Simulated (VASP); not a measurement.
Input of a VASP 6.6.1 run:

Contents of INCAR:

```
SYSTEM = Al7Cu4
PREC = Accurate ; ENCUT = 520
EDIFF = 1E-7 ; ISMEAR = 0
SIGMA = 0.1 ; LREAL = .False.
LASPH = .True. ; NELM = 100
ALGO = Fast ; ISIF = 2
LWAVE = .False. ; LCHARG = .False.
GGA = PE ; NBANDS = 44
```

The input KPOINTS:

```
Automatic mesh
0
Gamma
  5 5 5
  0 0 0
```

The input POSCAR:

```
Al7Cu4
1.0
    0.0000000000      0.0000000000     -5.7824626420
    4.0892560448      4.0892560448      0.0000000000
    4.0892560448     -4.0892560448      0.0000000000
Al Cu
7 4
Direct
    0.7500000000      0.2500000000      0.7500000000
    0.2500000000      0.7500000000      0.7500000000
    0.7500000000      0.7500000000      0.2500000000
    0.2500000000      0.2500000000      0.7500000000
    0.7500000000      0.2500000000      0.2500000000
    0.2500000000      0.7500000000      0.2500000000
    0.7500000000      0.7500000000      0.7500000000
   -0.0024293994     -0.0024300674      0.5024300674
    0.5024293994     -0.0024300674     -0.0024300674
   -0.0024293994      0.5024300674     -0.0024300674
    0.5024293994      0.5024300674      0.5024300674
```

Potentials or basis: VASP PAW PBE potentials, release 64 (Al, Cu).

Launch:

```console
$ cat potpaw_PBE.64/Al/POTCAR potpaw_PBE.64/Cu/POTCAR > POTCAR
$ mpirun -np 1 vasp_std > vasp.out
```

(1) Predict the pressure.

(2) Predict the largest force.

Answers

(1) -0.5 GPa.

(2) 0.021 eV/Å.
